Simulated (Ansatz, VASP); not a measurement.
# Re: VASP beside Ansatz

```xyz
4
Lattice="2.7664 0.0000 0.0000 -1.3832 2.3958 0.0000 0.0000 0.0000 8.9388" Properties=species:S:1:pos:R:3 pbc="T T T"
Re    1.3832    0.7986    6.7041
Re    0.0000    0.0000    4.4694
Re    0.0000    1.5972    2.2347
Re    0.0000    0.0000    0.0000
```

Alike in both runs: functional PBEsol; k mesh 8 × 8 × 3; occupations fermi-dirac, width 0.05 eV; no spin polarisation.

```csv
,VASP,Ansatz
version,VASP 6.6.1,Ansatz 0.2.0
potentials or method,"VASP PAW PBE potentials, release 64 (Re)",Ansatz PAW
plane-wave cutoff (eV),520,420
valence electrons in the cell,28,60
task,single point,band structure
```

```csv
,VASP,Ansatz,Ansatz less VASP
gap on the k mesh at the Fermi level (eV),none,none,-
pressure (GPa),-6.6,-6.4,+0.14
"traceless stress, the component that is largest in VASP (GPa)",-0.72,-0.69,+0.036
```

VASP's potentials were made for PBE, not for PBEsol. A gap of «none» marks a metal or a gap that the smearing closes. VASP's potentials hold 28 valence electrons a cell and Ansatz's 60, so a difference there can come from the potentials and not from the codes.

Neither program's run includes spin-orbit coupling.
